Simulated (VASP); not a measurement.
Set up this calculation in VASP 6.6.1, as the native input.

| Quantity | Value |
| --- | --- |
| Task | single point |
| Functional | LDA |
| Potentials or basis | VASP PAW LDA potentials, release 64 (As) |
| Cutoff | 500 eV |
| k mesh | 8 × 8 × 8 |
| Occupations | fermi-dirac, width 0.1 eV |
| Spin | no spin polarisation |
| Dipole correction | no |
| Further INCAR settings | ALGO = Normal; EDIFF = 1e-06; NBANDS = 8 |

The structure of As lies in POSCAR:

```
As
1.0
    2.6815764248      0.0000000000      0.0000000000
    0.0000000000      2.6815764248      0.0000000000
    0.0000000000      0.0000000000      2.6815764248
As
1
Direct
    0.0000000000      0.0000000000      0.0000000000
```

These files were run (other wordings do the same):

INCAR

```
SYSTEM = As
ALGO = Normal
EDIFF = 1E-6
ENCUT = 500
GGA = CA
GGA_COMPAT = .FALSE.
ISIF = 2
ISMEAR = -1
LASPH = .TRUE.
LCHARG = .FALSE.
LREAL = .FALSE.
LWAVE = .FALSE.
NBANDS = 8
NELM = 120
PREC = Accurate
SIGMA = 0.1
```

KPOINTS

```
k-points
0
G
  8 8 8
  0 0 0
```

Potentials or basis: VASP PAW LDA potentials, release 64 (As).

Command:

```console
$ cat potpaw_LDA.64/As/POTCAR > POTCAR
$ mpirun -np 1 vasp_std > vasp.out
```

It gave:

| Property | Result |
| --- | --- |
| Pressure | 0.4 GPa |

It took 1.7 s on 1 thread of Intel(R) Xeon(R) 6975P-C (Granite Rapids), with other jobs on the host, peak memory 0.11 GiB.
